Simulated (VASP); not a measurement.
Set up this calculation in VASP 6.6.1, as the native input.

| Property | Result |
| --- | --- |
| Task | relaxation of cell and atoms |
| Functional | PBE |
| Potentials or basis | VASP PAW PBE potentials, release 64 (Ag) |
| Cutoff | 600 eV |
| k mesh | 8 × 4 × 4 |
| Occupations | gaussian, width 0.2 eV |
| Spin | no spin polarisation |
| Dipole correction | no |
| Further INCAR settings | ALGO = Fast; EDIFF = 1e-06; IBRION = 2; EDIFFG = -0.025; NSW = 80; ISIF = 3 |

The structure of Ag lies in POSCAR:

```
Ag
1.0
   -1.4167283076      1.4378304404      2.0477645617
    1.4882980425      4.5112836149     -2.1369861288
   -4.2945272097     -1.5094001753     -2.0285185917
Ag
4
Direct
   -0.0183563464     -0.0093533077      0.0406101730
    0.4943009513      0.5034500148      0.9580358107
    0.0606685534      0.5045226148      0.4750653720
    0.4633868418      1.0013806781      0.5262886444
```

One way to write it, as run:

INCAR

```
  ALGO = Fast
  EDIFF = 1E-6
  EDIFFG = -0.025
  ENCUT = 600
  GGA = PE
  IBRION = 2
  ISIF = 3
  ISMEAR = 0
  LASPH = T
  LCHARG = F
  LREAL = F
  LWAVE = F
  NELM = 100
  NSW = 80
  PREC = Accurate
  SIGMA = 0.2
```

KPOINTS

```
k-points
0
Gamma
  8 4 4
```

Potentials or basis: VASP PAW PBE potentials, release 64 (Ag).

Launch:

```sh
$ cat potpaw_PBE.64/Ag/POTCAR > POTCAR
$ mpirun -np 1 vasp_std > vasp.out
```

It gave:

```json
{
 "Relaxed volume": "17.88 Å³/atom",
 "Relaxed cell": "a = 2.987 Å, b = 4.987 Å, c = 4.988 Å, α = 105.62°, β = 90.11°, γ = 90.09°",
 "Space group after relaxing (to 0.05 Å)": "I4/mmm (No. 139)",
 "Energy gained by relaxing": "63.4 meV/atom",
 "Ionic steps": "17",
 "Pressure after relaxing": "0.0 GPa",
 "Largest force after relaxing": "0.022 eV/Å",
 "Band gap on the k mesh": "zero (band 22 reaches 10.01 eV, above the bottom of band 23 at 5.70 eV)"
}
```

Wall time 8.5 min on 1 thread of Intel(R) Xeon(R) 6975P-C (Granite Rapids), on a shared host, peak memory 0.27 GiB.
